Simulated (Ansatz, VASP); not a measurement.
## BiTe in VASP and in Ansatz

```
Bi Te
1.0
     0.00000    3.23500    3.23500
     3.23500    0.00000    3.23500
     3.23500    3.23500    0.00000
Bi Te
1 1
Direct
  0.00000 0.00000 0.00000
  0.50000 0.50000 0.50000
```

Alike in both runs: functional BLYP; k mesh 7 × 7 × 7; occupations tetrahedron; no spin polarisation.

|  | VASP | Ansatz |
| --- | --- | --- |
| version | VASP 6.6.1 | Ansatz 0.2.0 |
| potentials or method | VASP PAW PBE potentials, release 64 (Bi_d, Te), cutoff 500 eV | all-electron PAW datasets made for the crystal |
| task | single point | electrostatic potential |

|  | VASP | Ansatz | Ansatz less VASP |
| --- | --- | --- | --- |
| gap on the k mesh at the Fermi level (eV) | none | none | - |
| pressure (GPa) | 4.5 | 4.3 | -0.14 |

VASP's potentials were made for PBE, not for BLYP. A gap of «none» marks a metal or a gap that the smearing closes. Ansatz ran all-electron here, and VASP with PAW potentials.

Spin-orbit coupling is off throughout.
